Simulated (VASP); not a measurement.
Wanted: the native input for a VASP 6.6.1 run.

* Task: single point
* Functional: PBE
* Potentials or basis: VASP PAW PBE potentials, release 64 (B, N)
* Cutoff: 520 eV
* k mesh: 8 × 8 × 8
* Occupations: gaussian, width 0.1 eV
* Spin: no spin polarisation
* Dipole correction: no
* Further INCAR settings: ALGO = Normal; EDIFF = 1e-07; NBANDS = 11

The structure of BN lies in POSCAR:

```
BN
1.0
    0.0000000000      1.8123307207      1.8123307207
    1.8123307207      0.0000000000      1.8123307207
    1.8123307207      1.8123307207      0.0000000000
B N
1 1
Direct
    0.0000000000      0.0000000000      0.0000000000
    0.7500000000      0.7500000000      0.7500000000
```

One way to write it, as run:

INCAR

```
SYSTEM = BN
  ALGO = Normal
  EDIFF = 1E-7
  ENCUT = 520
  GGA = PE
  ISIF = 2
  ISMEAR = 0
  LASPH = .True.
  LCHARG = .False.
  LREAL = .False.
  LWAVE = .False.
  NBANDS = 11
  NELM = 60
  PREC = Accurate
  SIGMA = 0.1
```

KPOINTS

```
k-points
0
Gamma
  8 8 8
  0 0 0
```

Potentials or basis: VASP PAW PBE potentials, release 64 (B, N).

Command:

```bash
$ cat potpaw_PBE.64/B/POTCAR potpaw_PBE.64/N/POTCAR > POTCAR
$ mpirun -np 1 vasp_std > vasp.out
```

It gave:

- Pressure: 0.2 GPa
- Band gap on the k mesh: 4.45 eV, indirect (least direct gap 8.78 eV)

It took 4.2 s on 1 thread of Intel(R) Xeon(R) 6975P-C (Granite Rapids), with other jobs on the host, peak memory 0.11 GiB.
